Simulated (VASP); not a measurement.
## TiO2: single point with LDA

Crystal: TiO2.

```
Ti O
1.0
     3.97818    0.00000    0.00000
     0.00000    3.97818    0.00000
     0.00000    0.00000   10.03582
Ti O
4 8
Direct
  0.03190 0.06689 0.99915
  0.14997 0.54804 0.25847
  0.56566 0.53007 0.50807
  0.51682 0.01320 0.76615
  0.10693 0.01820 0.18620
  0.07217 0.46463 0.43306
  0.00013 0.50905 0.04735
  0.04829 0.02760 0.79320
  0.59422 0.49877 0.70664
  0.52738 0.04210 0.94453
  0.55711 0.00219 0.55271
  0.61963 0.56576 0.30013
```

```yaml
Program: VASP 6.6.1
Task: single point
Functional: LDA
Potentials_or_basis: VASP PAW LDA potentials, release 64 (Ti_sv, O)
Cutoff: 520 eV
k_mesh: 3 × 3 × 2
Occupations: fermi-dirac, width 0.3 eV
Spin: no spin polarisation
```

The pressure is -20.5 GPa, the largest force is 2.659 eV/Å and the band gap on the k mesh is 2.30 eV.

Forces in eV/Å, atoms in the order of the input:
```
Ti  -0.043  0.631  0.468
Ti  -0.061 -0.265 -2.152
Ti   0.316  0.274  0.128
Ti   0.063  0.119 -2.457
O    0.492 -0.162  1.021
O    1.245  0.552  2.284
O    0.531 -0.170 -0.427
O    0.223 -0.271  0.421
O   -0.911  0.320 -0.367
O    0.593 -0.101  1.665
O   -0.152 -0.920 -0.550
O   -2.297 -0.006 -0.033
```

Stress tensor (GPa, compression positive):
```
-20.29  -0.68   2.56
 -0.68 -25.63  -1.68
  2.56  -1.68 -15.69
```

Levels at points of the mesh, in eV from the valence-band top:
```tsv
k point	band 46	band 47	band 48	band 49	band 50	band 51
(0.00, 0.00, 0.00)	-0.20	-0.12	0.00	2.30	2.57	2.72
(0.00, 0.00, 0.50)	-0.23	-0.06	-0.03	2.31	2.55	2.74
```

Run time: 110 s on 1 thread of Intel(R) Xeon(R) Platinum 8375C CPU @ 2.90GHz (Ice Lake), on a shared host, peak memory 0.24 GiB.

Caveat: the k points lie up to 0.53 Å⁻¹ apart; an odd mesh through Γ misses points on the zone boundary, where band edges can lie; forces of over 1 eV/Å act on the atoms, so gaps and moduli don't describe the material at rest.
